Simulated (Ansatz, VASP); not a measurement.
# One calculation of Sb, two programs

Contents of INCAR:

```
SYSTEM = Sb
  ALGO = Normal
  EDIFF = 1E-6
  ENCUT = 500
  GGA = PE
  GGA_COMPAT = .False.
  ISIF = 2
  ISMEAR = 0
  LASPH = .True.
  LCHARG = .False.
  LREAL = .False.
  LWAVE = .False.
  NBANDS = 8
  NELM = 120
  PREC = Accurate
  SIGMA = 0.02
```

KPOINTS

```
k-points
0
Gamma
  10 10 10
  0 0 0
```

Contents of POSCAR:

```
Sb
1.0
   -1.8713408863      1.8713408863      1.8713408863
    1.8713408863     -1.8713408863      1.8713408863
    1.8713408863      1.8713408863     -1.8713408863
Sb
1
Direct
    0.0000000000      0.0000000000      0.0000000000
```

Contents of input.yaml:

```yaml
crystal:
  lattice:
    - [-1.8713408863, 1.8713408863, 1.8713408863]
    - [1.8713408863, -1.8713408863, 1.8713408863]
    - [1.8713408863, 1.8713408863, -1.8713408863]
  atoms:
    - { symbol: Sb, position: [0.0, 0.0, 0.0] }
hamiltonian:
  xc: pbe
  pseudopotentials: { kind: paw }
kpoints:
  mp_grid: { grid: [10, 10, 10] }
scf:
  occupations: { method: gaussian, width: 0.02 }
output:
  forces: true
  stress: true
  eigenvalues: true
  write_density: true
  write_potential: true
  elf: true
  volumetric_format: npy
```

Alike in both runs: task single point; functional PBE; k mesh 10 × 10 × 10; occupations gaussian, width 0.02 eV; no spin polarisation.

|  | VASP | Ansatz |
| --- | --- | --- |
| version | VASP 6.6.1 | Ansatz 0.2.0 |
| potentials or method | VASP PAW PBE potentials, release 64 (Sb) | Ansatz PAW |
| plane-wave cutoff (eV) | 500 | 420 |
| valence electrons in the cell | 5 | 15 |

```tsv
	VASP	Ansatz	Ansatz less VASP
gap on the k mesh at the Fermi level (eV)	none	none	-
pressure (GPa)	3.0	3.1	+0.12
```

A gap of «none» marks a metal or a gap that the smearing closes. VASP's potentials hold 5 valence electrons a cell and Ansatz's 15, so a difference there can come from the potentials and not from the codes.

Spin-orbit coupling is off throughout.
